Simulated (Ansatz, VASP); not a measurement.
# Two plane-wave programs on EuTa2Te4

Contents of INCAR:

```
SYSTEM = EuTa2Te4
PREC     = Accurate       ! precision mode
ENCUT    = 520            ! plane-wave cutoff, eV
EDIFF    = 1E-6           ! SCF threshold, eV
ISMEAR   = 0              ! smearing method
SIGMA    = 0.211          ! smearing width, eV
LREAL    = .FALSE.        ! projectors in reciprocal space
LASPH    = .TRUE.         ! aspherical terms in the spheres
NELM     = 150            ! most SCF steps
ALGO     = Normal         ! electronic algorithm
ISIF     = 2              ! what is computed and relaxed
LWAVE    = .FALSE.        ! write WAVECAR
LCHARG   = .FALSE.        ! write CHGCAR
ISPIN    = 2              ! spin polarisation
MAGMOM   = 1 1 6.8 0 0 0 0 ! initial moments
LORBIT   = 11             ! projections on sites
LMAXMIX  = 6              ! l up to which the mixer works
LDAU     = .TRUE.         ! DFT+U
LDAUTYPE = 2            
LDAUL    = -1 3 -1        ! shell
LDAUU    = 0 3.51 0       ! U, eV
LDAUJ    = 0 0 0        
LDAUPRINT= 1            
GGA      = PE             ! functional
NBANDS   = 44             ! bands
```

The input KPOINTS:

```
regular mesh
0
G
  3 3 3
  0 0 0
```

POSCAR

```
EuTa2Te4
1.0
    0.0000000000      6.2315474700      0.0000000000
    6.2315474700      0.0000000000      0.0000000000
    3.1157732300      3.1157732300     -6.2295120700
Ta Eu Te
2 1 4
Direct
    0.5000000000      0.5000000000      0.0000000000
    0.7500000000      0.2500000000      0.5000000000
    0.0000000000      0.0000000000      0.0000000000
    0.3750000000      0.3750000000      0.7500000000
    0.6250000000      0.1250000000      0.2500000000
    0.8750000000      0.8750000000      0.7500000000
    0.1250000000      0.6250000000      0.2500000000
```

Input for Ansatz:

```yaml
crystal:
  lattice:
    - [0.0, 6.23154747, 0.0]
    - [6.23154747, 0.0, 0.0]
    - [3.11577323, 3.11577323, -6.22951207]
  atoms:
    - { symbol: Ta, position: [0.5, 0.5, 0.0], spin: 1.0 }
    - { symbol: Ta, position: [0.75, 0.25, 0.5], spin: 1.0 }
    - { symbol: Eu, position: [0.0, 0.0, 0.0], spin: 6.8 }
    - { symbol: Te, position: [0.375, 0.375, 0.75] }
    - { symbol: Te, position: [0.625, 0.125, 0.25] }
    - { symbol: Te, position: [0.875, 0.875, 0.75] }
    - { symbol: Te, position: [0.125, 0.625, 0.25] }
kpoints:
  mp_grid: { grid: [3, 3, 3], shift: [0, 0, 0] }
magnetization:
  spin_polarized: true
scf:
  occupations: { method: gaussian, width: 0.211 }
hamiltonian:
  pseudopotentials: { kind: paw }
  xc: pbe
  hubbard:
    projectors: all-electron-ortho-atomic
    sites: [{ species: Eu, l: f, u_eff: 3.51 }]
basis:
  ecutwfc: 420
output:
  forces: true
  stress: true
  eigenvalues: true
```

Alike in both runs: task single point; functional PBE; k mesh 3 × 3 × 3; occupations gaussian, width 0.211 eV; collinear spin; Hubbard terms Eu f U = 3.51 eV.

```csv
,VASP,Ansatz
version,VASP 6.6.1,Ansatz 0.2.0
potentials or method,"VASP PAW PBE potentials, release 64 (Ta_pv, Eu, Te), cutoff 520 eV",PAW plane waves
valence electrons in the cell,63,107
```

|  | VASP | Ansatz | Ansatz less VASP |
| --- | --- | --- | --- |
| gap on the k mesh at the Fermi level (eV) | none | none | - |
| pressure (GPa) | 7.8 | 7.8 | 0.00 |
| traceless stress, the component that is largest in VASP (GPa) | -0.40 | -0.39 | +0.001 |
| rms of the force components (eV/Å) | 1.388 | 1.391 | +0.0035 |
| net moment per atom (μB) | 1.49 | 1.49 | +0.005 |
| size of the moment on the site where the two differ most (μB) | 1.13 | 1.00 | -0.135 |

Site moments also hang on the region over which each program counts them. The programs project onto different local orbitals, so the same U acts differently, and such runs can settle in different states. Atom by atom the forces differ by 0.005 eV/Å (rms over components). A gap of «none» marks a metal or a gap that the smearing closes. VASP's potentials hold 63 valence electrons a cell and Ansatz's 107, so a difference there can come from the potentials and not from the codes. Ansatz's warnings: filled band counts differ across k points, stability check not made, structure snapped to symmetry.

The k mesh is coarse, so the values compare programs but aren't converged. Neither program's run includes spin-orbit coupling.
